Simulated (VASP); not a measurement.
Write the native input for VASP 6.6.1 that does the following.

```
Task                   : single point
Functional             : PBE
Potentials or basis    : VASP PAW PBE potentials, release 64 (Rb_sv, Br)
Cutoff                 : 520 eV
k mesh                 : 4 × 4 × 4
Occupations            : gaussian, width 0.1 eV
Spin                   : no spin polarisation
Dipole correction      : no
Further INCAR settings : ALGO = Normal; EDIFF = 1e-06; NBANDS = 18
```

The structure of RbBr2 lies in POSCAR:

```
RbBr2
1.0
    0.0000000000      4.0398618664      4.0398618664
    4.0398618664      0.0000000000      4.0398618664
    4.0398618664      4.0398618664      0.0000000000
Rb Br
1 2
Direct
    0.0000000000      0.0000000000      0.0000000000
    0.2500000000      0.2500000000      0.2500000000
    0.7500000000      0.7500000000      0.7500000000
```

One way to write it, as run:

INCAR

```
SYSTEM = RbBr2
PREC = Accurate ; ENCUT = 520
EDIFF = 1E-6 ; ISMEAR = 0
SIGMA = 0.1 ; LREAL = .False.
LASPH = .True. ; NELM = 100
ALGO = Normal ; ISIF = 2
LWAVE = .False. ; LCHARG = .False.
GGA = PE ; NBANDS = 18
```

KPOINTS

```
regular mesh
0
Gamma
  4 4 4
  0 0 0
```

Potentials or basis: VASP PAW PBE potentials, release 64 (Rb_sv, Br).

Run with:

```bash
$ cat potpaw_PBE.64/Rb_sv/POTCAR potpaw_PBE.64/Br/POTCAR > POTCAR
$ mpirun -np 1 vasp_std > vasp.out
```

It gave:

The pressure is 0.0 GPa. The band gap on the k mesh is zero (an odd number of electrons rules out a gap without spin polarisation).

Caveat: an odd number of electrons without spin polarisation forces a metal; a magnetic or distorted state may lie lower.

Run time: 18 s on 1 thread of Intel(R) Xeon(R) Platinum 8488C (Sapphire Rapids), on a shared host, peak memory 0.24 GiB.
